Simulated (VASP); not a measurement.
Here is a VASP 6.6.1 calculation.

The input INCAR:

```
SYSTEM = BN
PREC = Accurate
ENCUT = 520
EDIFF = 1E-7
ISMEAR = 0
SIGMA = 0.01
LREAL = .False.
LASPH = .True.
NELM = 80
ALGO = Normal
ISIF = 2
LWAVE = .False.
LCHARG = .False.
GGA = PE
NBANDS = 11
```

KPOINTS

```
Automatic mesh
0
Gamma
  9 9 9
  0 0 0
```

The input POSCAR:

```
BN
1.0
    0.0000000000      1.7611332512      1.7611332512
    1.7611332512      0.0000000000      1.7611332512
    1.7611332512      1.7611332512      0.0000000000
B N
1 1
Direct
    0.0000000000      0.0000000000      0.0000000000
    0.2500000000      0.2500000000      0.2500000000
```

Potentials or basis: VASP PAW PBE potentials, release 64 (B, N).

Run with:

```console
$ cat potpaw_PBE.64/B/POTCAR potpaw_PBE.64/N/POTCAR > POTCAR
$ mpirun -np 1 vasp_std > vasp.out
```

**Question.** Estimate the pressure.

**Answer.** 37.9 GPa.

**Question.** Predict the band gap on the k mesh.

**Answer.** 4.71 eV, indirect (least direct gap 9.19 eV).

A k mesh can miss the band edges.
